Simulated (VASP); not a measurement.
Input of a VASP 6.6.1 run:

Contents of INCAR:

```
  ALGO = Normal
  EDIFF = 1E-7
  ENCUT = 520
  GGA = PE
  ISIF = 2
  ISMEAR = -1
  LASPH = T
  LCHARG = T
  LELF = T
  LREAL = F
  LVHAR = T
  LWAVE = F
  NBANDS = 45
  NELM = 80
  PREC = Accurate
  SIGMA = 0.02
```

Contents of KPOINTS:

```
k-points
0
Gamma
  4 4 10
```

Contents of POSCAR:

```
Si3N4
1.0
    7.5950000000      0.0000000000      0.0000000000
   -3.7975000000      6.5774629417      0.0000000000
    0.0000000000      0.0000000000      2.8442540000
Si N
6 8
Direct
    0.7661553690      0.1732665992      0.3256287612
    0.5928887698      0.7661553690      0.8256287612
    0.8267334008      0.5928887698      0.3256287612
    0.2338446310      0.8267334008      0.8256287612
    0.4071112302      0.2338446310      0.3256287612
    0.1732665992      0.4071112302      0.8256287612
    0.0270873951      0.3294137897      0.3256286834
    0.6976736054      0.0270873951      0.8256286834
    0.6705862103      0.6976736054      0.3256286834
    0.9729126049      0.6705862103      0.8256286834
    0.3023263946      0.9729126049      0.3256286834
    0.3294137897      0.3023263946      0.8256286834
    0.3333333333      0.6666666667     -0.1743723338
    0.6666666667      0.3333333333      0.3256276662
```

Potentials or basis: VASP PAW PBE potentials, release 64 (Si, N).

Launch:

```bash
$ cat potpaw_PBE.64/Si/POTCAR potpaw_PBE.64/N/POTCAR > POTCAR
$ mpirun -np 1 vasp_std > vasp.out
```

(1) Estimate the largest force.

(2) Estimate the band gap on the k mesh.

## Answers

(1) 0.008 eV/Å.

(2) 4.69 eV (least direct gap 4.82 eV).

Caveat: the cell differs from its parent crystal (z stretched by -2 %, then relaxed in part).
